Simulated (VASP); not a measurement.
Mg3Te, 8 atoms in the cell. Symmetry: P6/mmm, No. 191, hexagonal system. The conventional cell has a = 4.948 Å, b = 4.948 Å, c = 12.404 Å, α = 90.00°, β = 90.00°, γ = 120.00°. Within 3.8 Å of Mg (site symmetry 3m) lie 7 Mg at 2.86 to 3.29 Å and 3 Te at 3.42 Å. Within 4.3 Å of Mg (site symmetry 6/mmm) lie 12 Mg at 3.29 Å and 2 Te at 3.50 Å. Mg (site symmetry 6/mmm) has 2 Te at 2.70 Å within 3.6 Å. Te (site symmetry 6mm) has 8 Mg at 2.70 to 3.50 Å within 3.6 Å. 

```yaml
Program: VASP 6.6.1
Task: single point
Functional: PBE
Potentials_or_basis: VASP PAW PBE potentials, release 64 (Mg, Te)
Cutoff: 520 eV
k_mesh: 6 × 6 × 2
Occupations: gaussian, width 0.1 eV
Spin: no spin polarisation
Dipole_correction: no
Further_INCAR_settings: ALGO = Normal; EDIFF = 1e-06; NBANDS = 22
```

Potentials or basis: VASP PAW PBE potentials, release 64 (Mg, Te).

Command:

```bash
$ cat potpaw_PBE.64/Mg/POTCAR potpaw_PBE.64/Te/POTCAR > POTCAR
$ mpirun -np 1 vasp_std > vasp.out
```

Hardware: 1 thread of Intel(R) Xeon(R) 6975P-C (Granite Rapids), with other jobs on the host.

**Question.** Estimate the wall time of this run.

**Answer.** Run time: 56 s on 1 thread of Intel(R) Xeon(R) 6975P-C (Granite Rapids), with other jobs on the host, peak memory 0.39 GiB. Counts: scf iterations 15, k points 14.
